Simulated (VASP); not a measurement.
# Sn3GeCl (Pm-3m) in VASP: further runs

The runs below take Sn3GeCl through single point, relaxation of cell and atoms, with PBE.

Program: VASP 6.6.1. These are calculated values, not measurements. Logs are shortened: lines on timing, memory, paths and dates and some standing lists are left out, and cuts for length are marked.

**1. The cell of the first run**

It takes space group Pm-3m (No. 221, cubic). Conventional cell: a = 5.477 Å, b = 5.477 Å, c = 5.477 Å, α = 90.00°, β = 90.00°, γ = 90.00°. Sn (site symmetry 4/mmm) has 2 Ge at 2.74 Å within 3.6 Å. Within 3.6 Å of Ge (site symmetry m-3m) lie 6 Sn at 2.74 Å. Cl (site symmetry m-3m) has 12 Sn at 3.87 Å and 8 Ge at 4.74 Å within 5.1 Å.

The cell was built from a structure type or drawn by symmetry, and may not be a known phase.

**2. Single point, PBE**

Contents of INCAR:

```
SYSTEM = Sn3GeCl
ALGO = Normal
EDIFF = 1E-7
ENCUT = 520
GGA = PE
ISIF = 2
ISMEAR = 0
LASPH = .True.
LCHARG = .False.
LREAL = .False.
LWAVE = .False.
NBANDS = 40
NELM = 100
PREC = Accurate
SIGMA = 0.1
```

Contents of KPOINTS:

```
k-points
0
Gamma
  4 4 4
  0 0 0
```

Contents of POSCAR:

```
Sn3GeCl
1.0
    5.4767712026      0.0000000000      0.0000000000
    0.0000000000      5.4767712026      0.0000000000
    0.0000000000      0.0000000000      5.4767712026
Sn Ge Cl
3 1 1
Direct
    0.5000000000      0.0000000000      0.0000000000
    0.0000000000      0.5000000000      0.0000000000
    0.0000000000      0.0000000000      0.5000000000
    0.0000000000      0.0000000000      0.0000000000
    0.5000000000      0.5000000000      0.5000000000
```

Potentials or basis: VASP PAW PBE potentials, release 64 (Sn_d, Ge_d, Cl).

On the command line:

```
> cat potpaw_PBE.64/Sn_d/POTCAR potpaw_PBE.64/Ge_d/POTCAR potpaw_PBE.64/Cl/POTCAR > POTCAR
> mpirun -np 1 vasp_std > vasp.out
```

OUTCAR:

```text
SYSTEM = Sn3GeCl
   EDIFF = 1E-7
   ENCUT = 520
   GGA = PE
   ISIF = 2
   ISMEAR = 0
   LASPH = .True.
   LREAL = .False.
   NELM = 100
   PREC = Accurate

 ion  position               nearest neighbor table
   1  0.500  0.000  0.000-   4 2.74   4 2.74
   2  0.000  0.500  0.000-   4 2.74   4 2.74
   3  0.000  0.000  0.500-   4 2.74   4 2.74
   4  0.000  0.000  0.000-   1 2.74   2 2.74   3 2.74   3 2.74   2 2.74   1 2.74
   5  0.500  0.500  0.500-

  LATTYP: Found a simple cubic cell.
 ALAT       =     5.4767712026

  Lattice vectors:

 A1 = (   5.4767712026,   0.0000000000,   0.0000000000)
 A2 = (   0.0000000000,   5.4767712026,   0.0000000000)
 A3 = (   0.0000000000,   0.0000000000,   5.4767712026)

Analysis of symmetry for initial positions (statically):
=====================================================================
 Subroutine PRICEL returns:
 Original cell was already a primitive cell.

 Routine SETGRP: Setting up the symmetry group for a
 simple cubic supercell.

 Subroutine GETGRP returns: Found 48 space group operations
 (whereof 48 operations were pure point group operations)
 out of a pool of 48 trial point group operations.

The static configuration has the point symmetry O_h .

Analysis of symmetry for dynamics (positions and initial velocities):
=====================================================================
 Subroutine PRICEL returns:
 Original cell was already a primitive cell.

 Routine SETGRP: Setting up the symmetry group for a
 simple cubic supercell.

 Subroutine GETGRP returns: Found 48 space group operations
 (whereof 48 operations were pure point group operations)
 out of a pool of 48 trial point group operations.

The dynamic configuration has the point symmetry O_h .

 Subroutine INISYM returns: Found 48 space group operations
 (whereof 48 operations are pure point group operations),
 and found     1 'primitive' translations

----------------------------------------------------------------------------------------

                                     Primitive cell

  volume of cell :     164.2759

  direct lattice vectors                    reciprocal lattice vectors
     5.476771203  0.000000000  0.000000000     0.182589333  0.000000000  0.000000000
     0.000000000  5.476771203  0.000000000     0.000000000  0.182589333  0.000000000
     0.000000000  0.000000000  5.476771203     0.000000000  0.000000000  0.182589333

  length of vectors
     5.476771203  5.476771203  5.476771203     0.182589333  0.182589333  0.182589333

  position of ions in fractional coordinates (direct lattice)
     0.500000000  0.000000000  0.000000000
     0.000000000  0.500000000  0.000000000
     0.000000000  0.000000000  0.500000000
     0.000000000  0.000000000  0.000000000
     0.500000000  0.500000000  0.500000000

  ion indices of the primitive-cell ions
   primitive index   ion index
                 1           1
                 2           2
                 3           3
                 4           4
                 5           5

----------------------------------------------------------------------------------------

 KPOINTS: k-points

Automatic generation of k-mesh.
 Grid dimensions read from file:
 generate k-points for:    4    4    4

 Generating k-lattice:

  Cartesian coordinates                     Fractional coordinates (reciprocal lattice)
     0.045647333  0.000000000  0.000000000     0.250000000  0.000000000  0.000000000
     0.000000000  0.045647333  0.000000000     0.000000000  0.250000000  0.000000000
     0.000000000  0.000000000  0.045647333     0.000000000  0.000000000  0.250000000

  Length of vectors
     0.045647333  0.045647333  0.045647333

  Shift w.r.t. Gamma in fractional coordinates (k-lattice)
     0.000000000  0.000000000  0.000000000

 Subroutine IBZKPT returns following result:
 ===========================================

 Found     10 irreducible k-points:

 Following reciprocal coordinates:
            Coordinates               Weight
  0.000000  0.000000  0.000000      1.000000
  0.250000  0.000000  0.000000      6.000000
  0.500000  0.000000  0.000000      3.000000
  0.250000  0.250000  0.000000     12.000000
  0.500000  0.250000  0.000000     12.000000
  0.500000  0.500000  0.000000      3.000000
  0.250000  0.250000  0.250000      8.000000
  0.500000  0.250000  0.250000     12.000000
  0.500000  0.500000  0.250000      6.000000
  0.500000  0.500000  0.500000      1.000000
   k-points           NKPTS =     10   k-points in BZ     NKDIM =     10   number of bands    NBANDS=     40
   number of dos      NEDOS =    301   number of ions     NIONS =      5
   total plane-waves  NPLWV =  74088
   dimension x,y,z NGX =    42 NGY =   42 NGZ =   42
   dimension x,y,z NGXF=    84 NGYF=   84 NGZF=   84
   ions per type =               3   1   1
   NGX,Y,Z   is equivalent  to a cutoff of  12.75, 12.75, 12.75 a.u.
   NGXF,Y,Z  is equivalent  to a cutoff of  25.50, 25.50, 25.50 a.u.
 SYSTEM =  Sn3GeCl
   PREC   = accura    normal or accurate (medium, high low for compatibility)
   ISTART =      0    job   : 0-new  1-cont  2-samecut
   ICHARG =      2    charge: 1-file 2-atom 10-const
   ISPIN  =      1    spin polarized calculation?
   LNONCOLLINEAR =      F non collinear calculations
   LSORBIT =      F    spin-orbit coupling
   LASPH  =      T    aspherical Exc in radial PAW
   ENCUT  =  520.0 eV  38.22 Ry    6.18 a.u.  10.18 10.18 10.18*2*pi/ulx,y,z
   NELM   =    100;   NELMIN=  2; NELMDL= -5     # of ELM steps
   EDIFF  = 0.1E-06   stopping-criterion for ELM
   LREAL  =      F    real-space projection
   EDIFFG = 0.1E-05   stopping-criterion for IOM
   NSW    =      0    number of steps for IOM
   IBRION =     -1    ionic relax: 0-MD 1-quasi-New 2-CG
   NFREE  =      0    steps in history (QN), initial steepest desc. (CG)
   ISIF   =      2    stress and relaxation
   ISYM   =      2    0-nonsym 1-usesym 2-fastsym
   POTIM  = 0.5000    time-step for ionic-motion
   TEBEG  =    0.0;   TEEND  =   0.0 temperature during run
   PSTRESS=    0.0 pullay stress
   NELECT =      63.0000    total number of electrons
   NUPDOWN=      -1.0000    fix difference up-down
   EMIN   =  10.00;   EMAX   =-10.00  energy-range for DOS
   EFERMI =   0.00;   METHOD = LEGACY
   ISMEAR =     0;   SIGMA  =   0.10  broadening in eV -4-tet -1-fermi 0-gaus
   EFERMI_NEDOS =   21; number of points for ismear=-14 and -15
   IALGO  =     38    algorithm
   IMIX   =      4    mixing-type and parameters
     AMIX     =   0.40;   BMIX     =  1.00
     AMIX_MAG =   1.60;   BMIX_MAG =  1.00
  volume/ion in A,a.u.               =      32.86       221.72
  Fermi-wavevector in a.u.,A,eV,Ry     =   1.189407  2.247653 19.248006  1.414689
  Thomas-Fermi vector in A             =   2.325515
   LORBIT       =      0    0 simple, 1 ext, 2 COOP (PROOUT), +10 PAW based schemes
   GGA     = PE    functional components
   LHFCALC =     F    Hartree Fock is set to
   AEXX    =    0.0000 exact exchange contribution
   IVDW    =     0    specifies the selected vdW correction
   LEPSILON=     F    determine dielectric tensor
   LRPA    =     F    only Hartree local field effects (RPA)
 non-spin polarized calculation
 Gauss-broadening in eV      SIGMA  =   0.10
  energy-cutoff  :      520.00
  volume of cell :      164.28
 maximum number of plane-waves:      4468
 NGX is ok and might be reduce to    42
   NGX = 21   NGY = 21   NGZ = 21

 number of electron      62.9999977 magnetization

 Free energy of the ion-electron system (eV)
  ---------------------------------------------------
  ext. energy  EPLUGINS =         0.00000000
  ---------------------------------------------------
  free energy    TOTEN  =       -16.53641362 eV

  energy without entropy =      -16.51782324  energy(sigma->0) =      -16.52711843

 E-fermi :   4.0833     XC(G=0):  -8.7597

 val. band max:        3.8545874601   @ k =   0.5000   0.5000   0.2500
 cond. band min:       4.0996114259   @ k =   0.2500   0.2500   0.2500
 fundamental gap:      0.2450239658
 Fermi energy:         4.0833068160

 k-point     1 :       0.0000    0.0000    0.0000
  band No.  band energies     occupation
      1     -20.5224      2.00000
      2     -20.5224      2.00000
      3     -20.4784      2.00000
      4     -20.4784      2.00000
      5     -20.4784      2.00000
      6     -17.7501      2.00000
[... 32 lines left out ...]
     39       8.9001      0.00000
     40       8.9001      0.00000

 k-point     2 :       0.2500    0.0000    0.0000
  band No.  band energies     occupation
      1     -20.5224      2.00000
      2     -20.5163      2.00000
      3     -20.4784      2.00000
      4     -20.4776      2.00000
      5     -20.4776      2.00000
      6     -17.7499      2.00000
[... 32 lines left out ...]
     39       9.8698      0.00000
     40      10.3982      0.00000

 k-point     3 :       0.5000    0.0000    0.0000
  band No.  band energies     occupation
      1     -20.5224      2.00000
      2     -20.5101      2.00000
      3     -20.4784      2.00000
      4     -20.4768      2.00000
      5     -20.4768      2.00000
      6     -17.7497      2.00000
[... 32 lines left out ...]
     39       9.3842      0.00000
     40      10.6684      0.00000

 k-point     4 :       0.2500    0.2500    0.0000
  band No.  band energies     occupation
      1     -20.5193      2.00000
      2     -20.5131      2.00000
      3     -20.4776      2.00000
      4     -20.4776      2.00000
      5     -20.4769      2.00000
      6     -17.7480      2.00000
[... 32 lines left out ...]
     39      10.2565      0.00000
     40      10.3680      0.00000
[... 170 lines left out ...]
     39      10.3551      0.00000
     40      10.4751      0.00000

 k-point     9 :       0.5000    0.5000    0.2500
  band No.  band energies     occupation
      1     -20.5100      2.00000
      2     -20.5037      2.00000
      3     -20.4761      2.00000
      4     -20.4761      2.00000
      5     -20.4753      2.00000
      6     -17.7443      2.00000
[... 32 lines left out ...]
     39       7.7122      0.00000
     40       9.8580      0.00000

 k-point    10 :       0.5000    0.5000    0.5000
  band No.  band energies     occupation
      1     -20.5037      2.00000
      2     -20.5037      2.00000
      3     -20.4753      2.00000
      4     -20.4753      2.00000
      5     -20.4753      2.00000
      6     -17.7464      2.00000
[... 32 lines left out ...]
     39       7.7701      0.00000
     40       7.7701      0.00000

------------------------ aborting loop because EDIFF is reached ----------------------------------------

  FORCE on cell =-STRESS in cart. coord.  units (eV):
  Direction    XX          YY          ZZ          XY          YZ          ZX
  --------------------------------------------------------------------------------------
  -------------------------------------------------------------------------------------
  Total        0.2029125      0.2029125      0.2029125      0.0000000      0.0000000     -0.0000000
  in kB        1.9789995      1.9789995      1.9789995      0.0000000      0.0000000     -0.0000000
  external PRESSURE =       1.9789995 kB  Pullay stress =       0.0000000 kB

 VOLUME and BASIS-vectors are now :
 -----------------------------------------------------------------------------
  energy-cutoff  :      520.00
  volume of cell :      164.28
      direct lattice vectors                 reciprocal lattice vectors
     5.476771203  0.000000000  0.000000000     0.182589333  0.000000000  0.000000000
     0.000000000  5.476771203  0.000000000     0.000000000  0.182589333  0.000000000
     0.000000000  0.000000000  5.476771203     0.000000000  0.000000000  0.182589333

 POSITION                                       TOTAL-FORCE (eV/Angst)
 -----------------------------------------------------------------------------------
      2.73839      0.00000      0.00000         0.000000      0.000000      0.000000
      0.00000      2.73839      0.00000         0.000000      0.000000      0.000000
      0.00000      0.00000      2.73839         0.000000      0.000000      0.000000
      0.00000      0.00000      0.00000         0.000000      0.000000      0.000000
      2.73839      2.73839      2.73839         0.000000      0.000000      0.000000
 -----------------------------------------------------------------------------------
    total drift:                                0.000000      0.000000     -0.000000

  FREE ENERGIE OF THE ION-ELECTRON SYSTEM (eV)
  ---------------------------------------------------
  free  energy   TOTEN  =       -16.5364136214 eV

  energy  without entropy=      -16.5178232393  energy(sigma->0) =      -16.52711843
```

Run time: 88 s. Hardware: 1 thread of Intel Xeon Platinum 8259CL at 2.50GHz (Skylake/Cascade Lake), shared host; peak memory 0.28 GiB.

What came out:

```
Free energy            : -16.5364 eV
Pressure               : 0.2 GPa
Band gap on the k mesh : zero (an odd number of electrons rules out a gap without spin polarisation)
```

Caveat: spin-orbit coupling is left out, which moves the levels of the heavy elements; an odd number of electrons without spin polarisation forces a metal; a magnetic or distorted state may lie lower.

**3. Relaxation of cell and atoms, PBE**

This run uses another cell than the first one, of 21.41 Å³/atom.

Contents of INCAR:

```
SYSTEM = Sn3GeCl
PREC = Accurate ; ENCUT = 600
EDIFF = 1E-6 ; ISMEAR = 0
SIGMA = 0.1 ; LREAL = .FALSE.
LASPH = .TRUE. ; NELM = 60
ALGO = Normal ; ISIF = 3
LWAVE = .FALSE. ; LCHARG = .FALSE.
GGA = PE ; IBRION = 2
NSW = 90 ; EDIFFG = -0.04
```

Contents of KPOINTS:

```
regular mesh
0
G
  4 4 4
  0 0 0
```

Edit POSCAR of step 2 so:

```diff
@@ -2,5 +2,5 @@
 1.0
-    5.4767712026      0.0000000000      0.0000000000
-    0.0000000000      5.4767712026      0.0000000000
-    0.0000000000      0.0000000000      5.4767712026
+    4.7480792400      0.0000000000      0.0000000000
+    0.0000000000      4.7480792400      0.0000000000
+    0.0000000000      0.0000000000      4.7480792400
 Sn Ge Cl
```

Potentials or basis: VASP PAW PBE potentials, release 64 (Sn_d, Ge_d, Cl).

On the command line:

```
> cat potpaw_PBE.64/Sn_d/POTCAR potpaw_PBE.64/Ge_d/POTCAR potpaw_PBE.64/Cl/POTCAR > POTCAR
> mpirun -np 1 vasp_std > vasp.out
```

Run time: 2.7 min. Hardware: 1 thread of Intel Xeon Platinum 8259CL at 2.50GHz (Skylake/Cascade Lake), shared host; peak memory 0.27 GiB.

The run converged. Its results:

| Item | Value |
| --- | --- |
| Free energy | -16.5177 eV |
| Relaxed volume | 33.17 Å³/atom |
| Relaxed cell | a = 5.494 Å, b = 5.494 Å, c = 5.494 Å, α = 90.00°, β = 90.00°, γ = 90.00° |
| Space group after relaxing (to 0.1 Å) | Pm-3m (No. 221) |
| Energy gained by relaxing | 845.1 meV/atom |
| Ionic steps | 4 |
| Pressure after relaxing | -0.1 GPa |
| Band gap on the k mesh | zero (an odd number of electrons rules out a gap without spin polarisation) |

The path:
```tsv
step	energy change (eV)	largest force (eV/Å)	pressure (GPa)	volume (Å³)
1	0.0000	0.0000	33.69	107.04
2	-3.8787	0.0000	-3.46	193.03
3	-4.2214	0.0000	0.52	162.61
4	-4.2253	0.0000	-0.13	165.85
```

Final structure:
```
Sn Ge Cl
1.0
     5.49417    0.00000    0.00000
     0.00000    5.49417    0.00000
     0.00000    0.00000    5.49417
Sn Ge Cl
3 1 1
Cartesian
  2.7471 0.0000 0.0000
  0.0000 2.7471 0.0000
  0.0000 0.0000 2.7471
  0.0000 0.0000 0.0000
  2.7471 2.7471 2.7471
```

Levels at points of the mesh, in eV from the Fermi level:
```
           k point  band 28  band 29  band 30  band 31  band 32  band 33  band 34  band 35
(0.00, 0.00, 0.00)    -3.79    -2.26    -2.26    -2.26     1.50     1.50     1.50     2.23
(0.50, 0.00, 0.00)    -2.55    -2.55    -2.01     0.34     0.53     0.66     0.66     1.60
(0.50, 0.50, 0.00)    -2.48    -2.38    -1.74     0.21     0.21     0.94     0.94     1.97
(0.50, 0.50, 0.50)    -3.28    -0.33    -0.33    -0.33     2.04     2.04     2.39     2.39
```

Caveat: the volume moved by over 15 % at a fixed basis, so the end points are rough; spin-orbit coupling is left out, which moves the levels of the heavy elements; an odd number of electrons without spin polarisation forces a metal; a magnetic or distorted state may lie lower.
